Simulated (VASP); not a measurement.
A run of VASP 6.6.1 is set up as follows.

Contents of INCAR:

```
SYSTEM = Mg3TiN
PREC     = Accurate       ! precision mode
ENCUT    = 520            ! plane-wave cutoff, eV
EDIFF    = 1E-6           ! SCF threshold, eV
ISMEAR   = 0              ! smearing method
SIGMA    = 0.1            ! smearing width, eV
LREAL    = .False.        ! projectors in reciprocal space
LASPH    = .True.         ! aspherical terms in the spheres
NELM     = 150            ! most SCF steps
ALGO     = Normal         ! electronic algorithm
ISIF     = 2              ! what is computed and relaxed
LWAVE    = .False.        ! write WAVECAR
LCHARG   = .False.        ! write CHGCAR
ISPIN    = 2              ! spin polarisation
MAGMOM   = 0 0 0 1.63 0   ! initial moments
LORBIT   = 11             ! projections on sites
LMAXMIX  = 4              ! l up to which the mixer works
GGA      = PE             ! functional
NBANDS   = 24             ! bands
```

The input KPOINTS:

```
regular mesh
0
Gamma
  10 10 4
  0 0 0
```

Contents of POSCAR:

```
Mg3TiN
1.0
    3.8608015260      0.0000000000      0.0000000000
    0.0000000000      3.8608015260      0.0000000000
    0.0000000000      0.0000000000      9.5955021478
Mg Ti N
3 1 1
Direct
    0.5000000000      0.5000000000      0.0000000000
    0.0000000000      0.0000000000      0.7017864519
    0.0000000000      0.0000000000      0.2982135481
    0.0000000000      0.0000000000      0.0000000000
    0.0000000000      0.0000000000      0.5000000000
```

Potentials or basis: VASP PAW PBE potentials, release 64 (Mg, Ti_sv, N).

Run with:

```sh
$ cat potpaw_PBE.64/Mg/POTCAR potpaw_PBE.64/Ti_sv/POTCAR potpaw_PBE.64/N/POTCAR > POTCAR
$ mpirun -np 1 vasp_std > vasp.out
```

Task: What does it give for the net moment?

Result: 2.56 μB per cell.

Task: What does it give for the pressure?

Result: -0.5 GPa.

Task: What does it give for the site moments?

Result: Mg +0.05, +0.02 (each value once); Ti +1.53; N -0.00 μB.

Task: Estimate the largest force.

Result: 0.309 eV/Å.

Stress tensor (GPa, compression positive):
```
-0.27  0.00  0.00
 0.00 -0.27  0.00
 0.00  0.00 -1.01
```
